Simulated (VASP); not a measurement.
TiSi2, 6 atoms in the cell. The typed cell holds 6 atoms: a = 5.956 Å, b = 4.905 Å, c = 4.780 Å, α = 74.99°, β = 52.49°, γ = 50.61°.  This cell differs from its parent crystal: equal xy, yz and zx shear strains of +1 %.

* Program: VASP 6.6.1
* Task: single point
* Functional: PBE
* Potentials or basis: VASP PAW PBE potentials, release 64 (Ti_sv, Si)
* Cutoff: 520 eV
* k mesh: 8 × 8 × 8
* Occupations: fermi-dirac, width 0.08 eV
* Spin: no spin polarisation
* Dipole correction: no
* Further INCAR settings: ALGO = Normal; EDIFF = 1e-07; NBANDS = 29

Potentials or basis: VASP PAW PBE potentials, release 64 (Ti_sv, Si).

The run is started by

```console
$ cat potpaw_PBE.64/Ti_sv/POTCAR potpaw_PBE.64/Si/POTCAR > POTCAR
$ mpirun -np 1 vasp_std > vasp.out
```

Hardware: 1 thread of Intel(R) Xeon(R) Platinum 8488C (Sapphire Rapids), on a shared host.

How long does it take, and how much memory?

Run time: 8.8 min on 1 thread of Intel(R) Xeon(R) Platinum 8488C (Sapphire Rapids) (shared host), peak memory 0.61 GiB. Counts: scf iterations 16, k points 260.
